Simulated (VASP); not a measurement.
# HgRuPt3 (Pm-3m) in VASP: a series of runs

HgRuPt3 is run at these levels: PBE; tasks: single point, relaxation of cell and atoms.

Everything below comes from runs of VASP 6.6.1. Logs are shortened: lines on timing, memory, paths and dates and some standing lists are left out, and cuts for length are marked.

### 1 The cell of the first run

Symmetry: Pm-3m, No. 221, cubic system. Conventional cell: a = 4.802 Å, b = 4.802 Å, c = 4.802 Å, α = 90.00°, β = 90.00°, γ = 90.00°. Within 4.5 Å of Hg (site symmetry m-3m) lie 12 Pt at 3.40 Å and 8 Ru at 4.16 Å. Ru (site symmetry m-3m) has 6 Pt at 2.40 Å within 3.2 Å. Pt (site symmetry 4/mmm) has 2 Ru at 2.40 Å within 3.2 Å.

### 2 Single point, PBE

Contents of INCAR:

```
SYSTEM = HgRuPt3
ALGO = Fast ; EDIFF = 1E-6
ENCUT = 520 ; GGA = PE
ISIF = 2 ; ISMEAR = 0
LASPH = .True. ; LCHARG = .False.
LREAL = .False. ; LWAVE = .False.
NBANDS = 36 ; NELM = 100
PREC = Accurate ; SIGMA = 0.1
```

Contents of KPOINTS:

```
k-points
0
Gamma
  4 4 4
  0 0 0
```

Contents of POSCAR:

```
HgRuPt3
1.0
    4.8020463507      0.0000000000      0.0000000000
    0.0000000000      4.8020463507      0.0000000000
    0.0000000000      0.0000000000      4.8020463507
Hg Ru Pt
1 1 3
Direct
    0.0000000000      0.0000000000      0.0000000000
    0.5000000000      0.5000000000      0.5000000000
    0.0000000000      0.5000000000      0.5000000000
    0.5000000000      0.0000000000      0.5000000000
    0.5000000000      0.5000000000      0.0000000000
```

Potentials or basis: VASP PAW PBE potentials, release 64 (Hg, Ru_pv, Pt).

The run is started by

```console
> cat potpaw_PBE.64/Hg/POTCAR potpaw_PBE.64/Ru_pv/POTCAR potpaw_PBE.64/Pt/POTCAR > POTCAR
> mpirun -np 1 vasp_std > vasp.out
```

OUTCAR:

```text
SYSTEM = HgRuPt3
   EDIFF = 1E-6
   ENCUT = 520
   GGA = PE
   ISIF = 2
   ISMEAR = 0
   LASPH = .True.
   LREAL = .False.
   NELM = 100
   PREC = Accurate

 ion  position               nearest neighbor table
   1  0.000  0.000  0.000-   3 3.40   4 3.40   5 3.40   3 3.40   4 3.40   3 3.40   5 3.40   3 3.40
                             4 3.40   5 3.40   4 3.40   5 3.40
   2  0.500  0.500  0.500-   3 2.40   4 2.40   5 2.40   5 2.40   4 2.40   3 2.40
   3  0.000  0.500  0.500-   2 2.40   2 2.40   4 3.40   5 3.40   1 3.40   5 3.40   1 3.40   4 3.40
                             1 3.40   1 3.40   4 3.40   5 3.40   5 3.40   4 3.40
   4  0.500  0.000  0.500-   2 2.40   2 2.40   3 3.40   5 3.40   1 3.40   5 3.40   1 3.40   3 3.40
                             5 3.40   5 3.40   1 3.40   3 3.40   1 3.40   3 3.40
   5  0.500  0.500  0.000-   2 2.40   2 2.40   3 3.40   4 3.40   1 3.40   3 3.40   4 3.40   1 3.40
                             4 3.40   4 3.40   1 3.40   3 3.40   3 3.40   1 3.40

  LATTYP: Found a simple cubic cell.
 ALAT       =     4.8020463507

  Lattice vectors:

 A1 = (   4.8020463507,   0.0000000000,   0.0000000000)
 A2 = (   0.0000000000,   4.8020463507,   0.0000000000)
 A3 = (   0.0000000000,   0.0000000000,   4.8020463507)

Analysis of symmetry for initial positions (statically):
=====================================================================
 Subroutine PRICEL returns:
 Original cell was already a primitive cell.

 Routine SETGRP: Setting up the symmetry group for a
 simple cubic supercell.

 Subroutine GETGRP returns: Found 48 space group operations
 (whereof 48 operations were pure point group operations)
 out of a pool of 48 trial point group operations.

The static configuration has the point symmetry O_h .

Analysis of symmetry for dynamics (positions and initial velocities):
=====================================================================
 Subroutine PRICEL returns:
 Original cell was already a primitive cell.

 Routine SETGRP: Setting up the symmetry group for a
 simple cubic supercell.

 Subroutine GETGRP returns: Found 48 space group operations
 (whereof 48 operations were pure point group operations)
 out of a pool of 48 trial point group operations.

The dynamic configuration has the point symmetry O_h .

 Subroutine INISYM returns: Found 48 space group operations
 (whereof 48 operations are pure point group operations),
 and found     1 'primitive' translations

----------------------------------------------------------------------------------------

                                     Primitive cell

  volume of cell :     110.7335

  direct lattice vectors                    reciprocal lattice vectors
     4.802046351  0.000000000  0.000000000     0.208244554  0.000000000  0.000000000
     0.000000000  4.802046351  0.000000000     0.000000000  0.208244554  0.000000000
     0.000000000  0.000000000  4.802046351     0.000000000  0.000000000  0.208244554

  length of vectors
     4.802046351  4.802046351  4.802046351     0.208244554  0.208244554  0.208244554

  position of ions in fractional coordinates (direct lattice)
     0.000000000  0.000000000  0.000000000
     0.500000000  0.500000000  0.500000000
     0.000000000  0.500000000  0.500000000
     0.500000000  0.000000000  0.500000000
     0.500000000  0.500000000  0.000000000

  ion indices of the primitive-cell ions
   primitive index   ion index
                 1           1
                 2           2
                 3           3
                 4           4
                 5           5

----------------------------------------------------------------------------------------

 KPOINTS: k-points

Automatic generation of k-mesh.
 Grid dimensions read from file:
 generate k-points for:    4    4    4

 Generating k-lattice:

  Cartesian coordinates                     Fractional coordinates (reciprocal lattice)
     0.052061138  0.000000000  0.000000000     0.250000000  0.000000000  0.000000000
     0.000000000  0.052061138  0.000000000     0.000000000  0.250000000  0.000000000
     0.000000000  0.000000000  0.052061138     0.000000000  0.000000000  0.250000000

  Length of vectors
     0.052061138  0.052061138  0.052061138

  Shift w.r.t. Gamma in fractional coordinates (k-lattice)
     0.000000000  0.000000000  0.000000000

 Subroutine IBZKPT returns following result:
 ===========================================

 Found     10 irreducible k-points:

 Following reciprocal coordinates:
            Coordinates               Weight
  0.000000  0.000000  0.000000      1.000000
  0.250000  0.000000  0.000000      6.000000
  0.500000  0.000000  0.000000      3.000000
  0.250000  0.250000  0.000000     12.000000
  0.500000  0.250000  0.000000     12.000000
  0.500000  0.500000  0.000000      3.000000
  0.250000  0.250000  0.250000      8.000000
  0.500000  0.250000  0.250000     12.000000
  0.500000  0.500000  0.250000      6.000000
  0.500000  0.500000  0.500000      1.000000
   k-points           NKPTS =     10   k-points in BZ     NKDIM =     10   number of bands    NBANDS=     36
   number of dos      NEDOS =    301   number of ions     NIONS =      5
   total plane-waves  NPLWV =  46656
   dimension x,y,z NGX =    36 NGY =   36 NGZ =   36
   dimension x,y,z NGXF=    72 NGYF=   72 NGZF=   72
   ions per type =               1   1   3
   NGX,Y,Z   is equivalent  to a cutoff of  12.46, 12.46, 12.46 a.u.
   NGXF,Y,Z  is equivalent  to a cutoff of  24.93, 24.93, 24.93 a.u.
 SYSTEM =  HgRuPt3
   PREC   = accura    normal or accurate (medium, high low for compatibility)
   ISTART =      0    job   : 0-new  1-cont  2-samecut
   ICHARG =      2    charge: 1-file 2-atom 10-const
   ISPIN  =      1    spin polarized calculation?
   LNONCOLLINEAR =      F non collinear calculations
   LSORBIT =      F    spin-orbit coupling
   LASPH  =      T    aspherical Exc in radial PAW
   ENCUT  =  520.0 eV  38.22 Ry    6.18 a.u.   8.93  8.93  8.93*2*pi/ulx,y,z
   NELM   =    100;   NELMIN=  2; NELMDL= -5     # of ELM steps
   EDIFF  = 0.1E-05   stopping-criterion for ELM
   LREAL  =      F    real-space projection
   EDIFFG = 0.1E-04   stopping-criterion for IOM
   NSW    =      0    number of steps for IOM
   IBRION =     -1    ionic relax: 0-MD 1-quasi-New 2-CG
   NFREE  =      0    steps in history (QN), initial steepest desc. (CG)
   ISIF   =      2    stress and relaxation
   ISYM   =      2    0-nonsym 1-usesym 2-fastsym
   POTIM  = 0.5000    time-step for ionic-motion
   TEBEG  =    0.0;   TEEND  =   0.0 temperature during run
   PSTRESS=    0.0 pullay stress
   NELECT =      56.0000    total number of electrons
   NUPDOWN=      -1.0000    fix difference up-down
   EMIN   =  10.00;   EMAX   =-10.00  energy-range for DOS
   EFERMI =   0.00;   METHOD = LEGACY
   ISMEAR =     0;   SIGMA  =   0.10  broadening in eV -4-tet -1-fermi 0-gaus
   EFERMI_NEDOS =   21; number of points for ismear=-14 and -15
   IALGO  =     68    algorithm
   IMIX   =      4    mixing-type and parameters
     AMIX     =   0.40;   BMIX     =  1.00
     AMIX_MAG =   1.60;   BMIX_MAG =  1.00
  volume/ion in A,a.u.               =      22.15       149.45
  Fermi-wavevector in a.u.,A,eV,Ry     =   1.304301  2.464771 23.146246  1.701201
  Thomas-Fermi vector in A             =   2.435246
   LORBIT       =      0    0 simple, 1 ext, 2 COOP (PROOUT), +10 PAW based schemes
   GGA     = PE    functional components
   LHFCALC =     F    Hartree Fock is set to
   AEXX    =    0.0000 exact exchange contribution
   IVDW    =     0    specifies the selected vdW correction
   LEPSILON=     F    determine dielectric tensor
   LRPA    =     F    only Hartree local field effects (RPA)
 non-spin polarized calculation
 RMM-DIIS sequential band-by-band and
 Gauss-broadening in eV      SIGMA  =   0.10
  energy-cutoff  :      520.00
  volume of cell :      110.73
 maximum number of plane-waves:      3016
 NGX is ok and might be reduce to    36
   NGX = 17   NGY = 17   NGZ = 17

 number of electron      56.0000012 magnetization

 Free energy of the ion-electron system (eV)
  ---------------------------------------------------
  ext. energy  EPLUGINS =         0.00000000
  ---------------------------------------------------
  free energy    TOTEN  =       -21.86409573 eV

  energy without entropy =      -21.82605549  energy(sigma->0) =      -21.84507561

 E-fermi :   5.0884     XC(G=0): -11.0273

 val. band max:        5.0794861264   @ k =   0.2500   0.2500   0.0000
 cond. band min:       5.1192418163   @ k =   0.2500   0.2500   0.2500
 fundamental gap:      0.0397556899
 Fermi energy:         5.0884003232

 k-point     1 :       0.0000    0.0000    0.0000
  band No.  band energies     occupation
      1     -38.1399      2.00000
      2     -38.1399      2.00000
      3     -38.1399      2.00000
      4      -2.1390      2.00000
      5      -1.0627      2.00000
      6      -1.0627      2.00000
[... 28 lines left out ...]
     35      11.4043      0.00000
     36      12.2164      0.00000

 k-point     2 :       0.2500    0.0000    0.0000
  band No.  band energies     occupation
      1     -38.1571      2.00000
      2     -38.1402      2.00000
      3     -38.1402      2.00000
      4      -1.7384      2.00000
      5      -1.0316      2.00000
      6      -0.8067      2.00000
[... 28 lines left out ...]
     35      11.5306      0.00000
     36      11.5537      0.00000

 k-point     3 :       0.5000    0.0000    0.0000
  band No.  band energies     occupation
      1     -38.1742      2.00000
      2     -38.1406      2.00000
      3     -38.1406      2.00000
      4      -1.3377      2.00000
      5      -1.0040      2.00000
      6      -0.7279      2.00000
[... 28 lines left out ...]
     35       9.9852      0.00000
     36      11.7983      0.00000
[... 196 lines left out ...]
 k-point     9 :       0.5000    0.5000    0.2500
  band No.  band energies     occupation
      1     -38.1751      2.00000
      2     -38.1751      2.00000
      3     -38.1583      2.00000
      4      -0.9332      2.00000
      5      -0.8293      2.00000
      6      -0.8293      2.00000
[... 28 lines left out ...]
     35       8.4809      0.00000
     36       8.4809      0.00000

 k-point    10 :       0.5000    0.5000    0.5000
  band No.  band energies     occupation
      1     -38.1754      2.00000
      2     -38.1754      2.00000
      3     -38.1754      2.00000
      4      -0.9167      2.00000
      5      -0.9167      2.00000
      6      -0.9167      2.00000
[... 28 lines left out ...]
     35       6.5055      0.00000
     36       6.5055      0.00000

------------------------ aborting loop because EDIFF is reached ----------------------------------------

  FORCE on cell =-STRESS in cart. coord.  units (eV):
  Direction    XX          YY          ZZ          XY          YZ          ZX
  --------------------------------------------------------------------------------------
  -------------------------------------------------------------------------------------
  Total        0.1360791      0.1360791      0.1360791     -0.0000000     -0.0000000      0.0000000
  in kB        1.9688964      1.9688964      1.9688964     -0.0000000     -0.0000000      0.0000000
  external PRESSURE =       1.9688964 kB  Pullay stress =       0.0000000 kB

 VOLUME and BASIS-vectors are now :
 -----------------------------------------------------------------------------
  energy-cutoff  :      520.00
  volume of cell :      110.73
      direct lattice vectors                 reciprocal lattice vectors
     4.802046351  0.000000000  0.000000000     0.208244554  0.000000000  0.000000000
     0.000000000  4.802046351  0.000000000     0.000000000  0.208244554  0.000000000
     0.000000000  0.000000000  4.802046351     0.000000000  0.000000000  0.208244554

 POSITION                                       TOTAL-FORCE (eV/Angst)
 -----------------------------------------------------------------------------------
      0.00000      0.00000      0.00000         0.000000      0.000000      0.000000
      2.40102      2.40102      2.40102         0.000000      0.000000      0.000000
      0.00000      2.40102      2.40102         0.000000      0.000000      0.000000
      2.40102      0.00000      2.40102         0.000000      0.000000      0.000000
      2.40102      2.40102      0.00000         0.000000      0.000000      0.000000
 -----------------------------------------------------------------------------------
    total drift:                                0.000000      0.000000      0.000000

  FREE ENERGIE OF THE ION-ELECTRON SYSTEM (eV)
  ---------------------------------------------------
  free  energy   TOTEN  =       -21.8640957268 eV

  energy  without entropy=      -21.8260554862  energy(sigma->0) =      -21.84507561
```

It took 51 s on 1 thread of AMD EPYC 7R43 (Zen 3), shared host; peak memory 0.18 GiB.

Results:

```yaml
Free_energy: -21.8641 eV
Pressure: 0.2 GPa
Band_gap_on_the_k_mesh: zero (bands 28 and 29 overlap by 2.04 eV)
```

Caveat: spin-orbit coupling is left out, which moves the levels of the heavy elements.

(Continued in part 2 of 3.)

The gap in the log of VASP goes by the Fermi energy; the results here count the filled bands.